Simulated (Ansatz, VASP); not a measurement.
# One calculation of Ag, two programs

```xyz
2
Lattice="2.9223 0.0000 0.0000 -1.4611 2.5308 0.0000 0.0000 0.0000 4.7017" Properties=species:S:1:pos:R:3 pbc="T T T"
Ag    0.0000    1.6872    1.1754
Ag    1.4611    0.8436    3.5262
```

Alike in both runs: task single point; functional PBE; k mesh 6 × 6 × 4; occupations gaussian, width 0.1 eV; no spin polarisation.

|  | VASP | Ansatz |
| --- | --- | --- |
| version | VASP 6.6.1 | Ansatz 0.2.0 |
| potentials or method | VASP PAW PBE potentials, release 64 (Ag) | scalar-relativistic, plane waves, PAW |
| plane-wave cutoff (eV) | 500 | 420 |
| valence electrons in the cell | 22 | 38 |

|  | VASP | Ansatz | Ansatz less VASP |
| --- | --- | --- | --- |
| gap on the k mesh at the Fermi level (eV) | none | none | - |
| pressure (GPa) | 3.4 | 3.5 | +0.10 |
| traceless stress, the component that is largest in VASP (GPa) | -0.60 | -0.56 | +0.032 |

A gap of «none» marks a metal or a gap that the smearing closes. The functional is the same, so the differences come from potentials, cutoffs and numerics. VASP's potentials hold 22 valence electrons a cell and Ansatz's 38, so a difference there can come from the potentials and not from the codes. Ansatz's warnings: stress scf threshold loose.

The k mesh is coarse, so the values compare programs but aren't converged.
